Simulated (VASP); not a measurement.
# BaTiO3 (R3m) in VASP: further runs

Runs on BaTiO3. Level: PBEsol. Tasks: single point.

All numbers are computed with VASP 6.6.1; they aren't measurements. Logs are shortened: lines on timing, memory, paths and dates and some standing lists are left out, and cuts for length are marked.

## Step 1: The cell of the first run

The structure is trigonal, space group R3m (No. 160). The conventional cell has a = 5.655 Å, b = 5.655 Å, c = 6.955 Å, α = 90.00°, β = 90.00°, γ = 120.00°. Ba (site symmetry 3m) has 12 O at 2.79 to 2.89 Å and 8 Ti at 3.37 to 3.59 Å within 3.7 Å. Within 2.5 Å of Ti (site symmetry 3m) lie 6 O at 1.87 to 2.14 Å. O (site symmetry m) has 2 Ti at 1.87 to 2.14 Å within 2.5 Å.

## Step 2: Single point, PBEsol

INCAR

```
SYSTEM = BaTiO3
PREC     = Accurate       ! precision mode
ENCUT    = 520            ! plane-wave cutoff, eV
EDIFF    = 1E-7           ! SCF threshold, eV
ISMEAR   = 0              ! smearing method
SIGMA    = 0.01           ! smearing width, eV
LREAL    = .False.        ! projectors in reciprocal space
LASPH    = .True.         ! aspherical terms in the spheres
NELM     = 80             ! most SCF steps
ALGO     = Normal         ! electronic algorithm
ISIF     = 2              ! what is computed and relaxed
LWAVE    = .False.        ! write WAVECAR
LCHARG   = .False.        ! write CHGCAR
GGA      = PS             ! functional
NBANDS   = 28             ! bands
```

KPOINTS

```
Automatic mesh
0
Gamma
  2 2 2
  0 0 0
```

POSCAR

```
BaTiO3
1.0
    2.8273670000      1.6323810000      2.3183930000
   -2.8273670000      1.6323810000      2.3183930000
    0.0000000000     -3.2647620000      2.3183930000
Ba Ti O
1 1 3
Direct
    0.0000000000      0.0000000000      0.0000000000
    0.4845000000      0.4845000000      0.4845000000
    0.5086000000      0.5086000000      0.0175000000
    0.0175000000      0.5086000000      0.5086000000
    0.5086000000      0.0175000000      0.5086000000
```

Potentials or basis: VASP PAW PBE potentials, release 64 (Ba_sv, Ti_sv, O).

Started as:

```sh
$ cat potpaw_PBE.64/Ba_sv/POTCAR potpaw_PBE.64/Ti_sv/POTCAR potpaw_PBE.64/O/POTCAR > POTCAR
$ mpirun -np 1 vasp_std > vasp.out
```

OUTCAR:

```text
SYSTEM = BaTiO3
   PREC = Accurate
   ENCUT = 520
   EDIFF = 1E-7
   ISMEAR = 0
   LREAL = .False.
   LASPH = .True.
   NELM = 80
   ISIF = 2
   GGA = PS

 ion  position               nearest neighbor table
   1  0.000  0.000  0.000-   3 2.79   4 2.79   5 2.79   4 2.83   5 2.83   5 2.83   4 2.83   3 2.83
                             3 2.83   3 2.89   4 2.89   5 2.89   2 3.37   2 3.43   2 3.43   2 3.43
   2  0.484  0.484  0.484-   3 1.87   4 1.87   5 1.87   3 2.14   4 2.14   5 2.14   1 3.37   1 3.43
                             1 3.43   1 3.43   1 3.50   1 3.50   1 3.50   1 3.59
   3  0.509  0.509  0.017-   2 1.87   2 2.14   1 2.79   1 2.83   1 2.83   1 2.89
   4  0.017  0.509  0.509-   2 1.87   2 2.14   1 2.79   1 2.83   1 2.83   1 2.89
   5  0.509  0.017  0.509-   2 1.87   2 2.14   1 2.79   1 2.83   1 2.83   1 2.89

  LATTYP: Found a trigonal (rhomboedric) cell.
 ALAT       =     4.0042000430
 COS(alpha) =     0.0028446280

  Lattice vectors:

 A1 = (   2.8273670000,   1.6323810000,   2.3183930000)
 A2 = (  -2.8273670000,   1.6323810000,   2.3183930000)
 A3 = (   0.0000000000,  -3.2647620000,   2.3183930000)

Analysis of symmetry for initial positions (statically):
=====================================================================
 Subroutine PRICEL returns:
 Original cell was already a primitive cell.

 Routine SETGRP: Setting up the symmetry group for a
 trigonal (rhombohedral) supercell.

 Subroutine GETGRP returns: Found  6 space group operations
 (whereof  6 operations were pure point group operations)
 out of a pool of 12 trial point group operations.

The static configuration has the point symmetry C_3v.

Analysis of symmetry for dynamics (positions and initial velocities):
=====================================================================
 Subroutine PRICEL returns:
 Original cell was already a primitive cell.

 Routine SETGRP: Setting up the symmetry group for a
 trigonal (rhombohedral) supercell.

 Subroutine GETGRP returns: Found  6 space group operations
 (whereof  6 operations were pure point group operations)
 out of a pool of 12 trial point group operations.

The dynamic configuration has the point symmetry C_3v.

 Subroutine INISYM returns: Found  6 space group operations
 (whereof  6 operations are pure point group operations),
 and found     1 'primitive' translations

----------------------------------------------------------------------------------------

                                     Primitive cell

  volume of cell :      64.2010

  direct lattice vectors                    reciprocal lattice vectors
     2.827367000  1.632381000  2.318393000     0.176842978  0.102100347  0.143777752
    -2.827367000  1.632381000  2.318393000    -0.176842978  0.102100347  0.143777752
     0.000000000 -3.264762000  2.318393000     0.000000000 -0.204200694  0.143777752

  length of vectors
     4.004200043  4.004200043  4.004199922     0.249739788  0.249739788  0.249739795

  position of ions in fractional coordinates (direct lattice)
     0.000000000  0.000000000  0.000000000
     0.484500000  0.484500000  0.484500000
     0.508600000  0.508600000  0.017500000
     0.017500000  0.508600000  0.508600000
     0.508600000  0.017500000  0.508600000

  ion indices of the primitive-cell ions
   primitive index   ion index
                 1           1
                 2           2
                 3           3
                 4           4
                 5           5

----------------------------------------------------------------------------------------

 KPOINTS: Automatic mesh

Automatic generation of k-mesh.
 Grid dimensions read from file:
 generate k-points for:    2    2    2

 Generating k-lattice:

  Cartesian coordinates                     Fractional coordinates (reciprocal lattice)
     0.088421489  0.051050174  0.071888876     0.500000000  0.000000000 -0.000000000
    -0.088421489  0.051050174  0.071888876     0.000000000  0.500000000 -0.000000000
     0.000000000 -0.102100347  0.071888876    -0.000000000 -0.000000000  0.500000000

  Length of vectors
     0.124869894  0.124869894  0.124869898

  Shift w.r.t. Gamma in fractional coordinates (k-lattice)
     0.000000000  0.000000000  0.000000000

 Subroutine IBZKPT returns following result:
 ===========================================

 Found      4 irreducible k-points:

 Following reciprocal coordinates:
            Coordinates               Weight
  0.000000  0.000000  0.000000      1.000000
  0.500000  0.000000  0.000000      3.000000
  0.500000  0.500000  0.000000      3.000000
  0.500000  0.500000  0.500000      1.000000
   k-points           NKPTS =      4   k-points in BZ     NKDIM =      4   number of bands    NBANDS=     28
   number of dos      NEDOS =    301   number of ions     NIONS =      5
   total plane-waves  NPLWV =  27000
   dimension x,y,z NGX =    30 NGY =   30 NGZ =   30
   dimension x,y,z NGXF=    60 NGYF=   60 NGZF=   60
   ions per type =               1   1   3
   NGX,Y,Z   is equivalent  to a cutoff of  12.46, 12.46, 12.46 a.u.
   NGXF,Y,Z  is equivalent  to a cutoff of  24.91, 24.91, 24.91 a.u.
 SYSTEM =  BaTiO3
   PREC   = accura    normal or accurate (medium, high low for compatibility)
   ISTART =      0    job   : 0-new  1-cont  2-samecut
   ICHARG =      2    charge: 1-file 2-atom 10-const
   ISPIN  =      1    spin polarized calculation?
   LNONCOLLINEAR =      F non collinear calculations
   LSORBIT =      F    spin-orbit coupling
   LASPH  =      T    aspherical Exc in radial PAW
   ENCUT  =  520.0 eV  38.22 Ry    6.18 a.u.   7.45  7.45  7.45*2*pi/ulx,y,z
   NELM   =     80;   NELMIN=  2; NELMDL= -5     # of ELM steps
   EDIFF  = 0.1E-06   stopping-criterion for ELM
   LREAL  =      F    real-space projection
   EDIFFG = 0.1E-05   stopping-criterion for IOM
   NSW    =      0    number of steps for IOM
   IBRION =     -1    ionic relax: 0-MD 1-quasi-New 2-CG
   NFREE  =      0    steps in history (QN), initial steepest desc. (CG)
   ISIF   =      2    stress and relaxation
   ISYM   =      2    0-nonsym 1-usesym 2-fastsym
   POTIM  = 0.5000    time-step for ionic-motion
   TEBEG  =    0.0;   TEEND  =   0.0 temperature during run
   PSTRESS=    0.0 pullay stress
   NELECT =      40.0000    total number of electrons
   NUPDOWN=      -1.0000    fix difference up-down
   EMIN   =  10.00;   EMAX   =-10.00  energy-range for DOS
   EFERMI =   0.00;   METHOD = LEGACY
   ISMEAR =     0;   SIGMA  =   0.01  broadening in eV -4-tet -1-fermi 0-gaus
   EFERMI_NEDOS =   21; number of points for ismear=-14 and -15
   IALGO  =     38    algorithm
   IMIX   =      4    mixing-type and parameters
     AMIX     =   0.40;   BMIX     =  1.00
     AMIX_MAG =   1.60;   BMIX_MAG =  1.00
  volume/ion in A,a.u.               =      12.84        86.65
  Fermi-wavevector in a.u.,A,eV,Ry     =   1.398237  2.642285 26.600301  1.955067
  Thomas-Fermi vector in A             =   2.521415
   LORBIT       =      0    0 simple, 1 ext, 2 COOP (PROOUT), +10 PAW based schemes
   GGA     = PS    functional components
   LHFCALC =     F    Hartree Fock is set to
   AEXX    =    0.0000 exact exchange contribution
   IVDW    =     0    specifies the selected vdW correction
   LEPSILON=     F    determine dielectric tensor
   LRPA    =     F    only Hartree local field effects (RPA)
 non-spin polarized calculation
 Gauss-broadening in eV      SIGMA  =   0.01
  energy-cutoff  :      520.00
  volume of cell :       64.20
 maximum number of plane-waves:      1750
 NGX is ok and might be reduce to    30
   NGX = 15   NGY = 15   NGZ = 15

 number of electron      39.9999998 magnetization

 Free energy of the ion-electron system (eV)
  ---------------------------------------------------
  ext. energy  EPLUGINS =         0.00000000
  ---------------------------------------------------
  free energy    TOTEN  =       -41.54464261 eV

  energy without entropy =      -41.54464261  energy(sigma->0) =      -41.54464261

 E-fermi :   3.7608     XC(G=0): -11.4917

 val. band max:        3.6870792151   @ k =   0.5000   0.5000   0.5000
 cond. band min:       5.9128785998   @ k =   0.0000   0.0000   0.0000
 fundamental gap:      2.2257993847
 Fermi energy:         3.7607597199

 k-point     1 :       0.0000    0.0000    0.0000
  band No.  band energies     occupation
      1     -52.4859      2.00000
      2     -28.8541      2.00000
      3     -28.8541      2.00000
      4     -28.8457      2.00000
      5     -21.1261      2.00000
      6     -13.0679      2.00000
[... 20 lines left out ...]
     27       8.5579      0.00000
     28      10.8086      0.00000

 k-point     2 :       0.5000    0.0000    0.0000
  band No.  band energies     occupation
      1     -52.4848      2.00000
      2     -28.9053      2.00000
      3     -28.8520      2.00000
      4     -28.8461      2.00000
      5     -21.0052      2.00000
      6     -13.3078      2.00000
[... 20 lines left out ...]
     27      11.1419      0.00000
     28      11.8176      0.00000

 k-point     3 :       0.5000    0.5000    0.0000
  band No.  band energies     occupation
      1     -52.4837      2.00000
      2     -28.9041      2.00000
      3     -28.8987      2.00000
      4     -28.8468      2.00000
      5     -20.9283      2.00000
      6     -12.7040      2.00000
[... 20 lines left out ...]
     27      11.8009      0.00000
     28      13.4603      0.00000

 k-point     4 :       0.5000    0.5000    0.5000
  band No.  band energies     occupation
      1     -52.4827      2.00000
      2     -28.9015      2.00000
      3     -28.9015      2.00000
      4     -28.8928      2.00000
      5     -20.8603      2.00000
      6     -12.1648      2.00000
[... 20 lines left out ...]
     27      11.7319      0.00000
     28      11.7319      0.00000

------------------------ aborting loop because EDIFF is reached ----------------------------------------

  FORCE on cell =-STRESS in cart. coord.  units (eV):
  Direction    XX          YY          ZZ          XY          YZ          ZX
  --------------------------------------------------------------------------------------
  -------------------------------------------------------------------------------------
  Total        0.9344635      0.9344634      0.8973953      0.0000000      0.0000000      0.0000000
  in kB       23.3201257     23.3201229     22.3950662      0.0000000      0.0000000      0.0000000
  external PRESSURE =      23.0117716 kB  Pullay stress =       0.0000000 kB

 VOLUME and BASIS-vectors are now :
 -----------------------------------------------------------------------------
  energy-cutoff  :      520.00
  volume of cell :       64.20
      direct lattice vectors                 reciprocal lattice vectors
     2.827367000  1.632381000  2.318393000     0.176842978  0.102100347  0.143777752
    -2.827367000  1.632381000  2.318393000    -0.176842978  0.102100347  0.143777752
     0.000000000 -3.264762000  2.318393000     0.000000000 -0.204200694  0.143777752

 POSITION                                       TOTAL-FORCE (eV/Angst)
 -----------------------------------------------------------------------------------
      0.00000      0.00000      0.00000         0.000000     -0.000000     -0.262448
      0.00000      0.00000      3.36978         0.000000      0.000000     -2.065113
      0.00000      1.60332      2.39884         0.000000     -0.037303      0.775854
     -1.38852     -0.80166      2.39884         0.032305      0.018652      0.775854
      1.38852     -0.80166      2.39884        -0.032305      0.018652      0.775854
 -----------------------------------------------------------------------------------
    total drift:                                0.000000      0.000001      0.000607

  FREE ENERGIE OF THE ION-ELECTRON SYSTEM (eV)
  ---------------------------------------------------
  free  energy   TOTEN  =       -41.5446426108 eV

  energy  without entropy=      -41.5446426108  energy(sigma->0) =      -41.54464261
```

Wall time 15 s (1 thread of Intel Xeon 6975P-C, shared host); peak memory 0.17 GiB.

What came out:

```yaml
Free_energy: -41.5446 eV
Pressure: 2.3 GPa
Largest_force: 2.065 eV/Å
Band_gap_on_the_k_mesh: 2.23 eV, indirect (least direct gap 2.63 eV)
```

Forces on the atoms (eV/Å):
```
Ba   0.000  0.000 -0.262
Ti   0.000  0.000 -2.065
O    0.000 -0.037  0.776
O    0.032  0.019  0.776
O   -0.032  0.019  0.776
```

Stress tensor (GPa, compression positive):
```
2.33 0.00 0.00
0.00 2.33 0.00
0.00 0.00 2.24
```

Caveat: the k points lie up to 0.78 Å⁻¹ apart; the PAW data sets were made with another functional, which shifts forces and pressure a little; spin-orbit coupling is left out, which moves the levels of the heavy elements. A hybrid or GW would open this gap; PBEsol tends to underestimate it.

(Continued in part 2 of 2.)
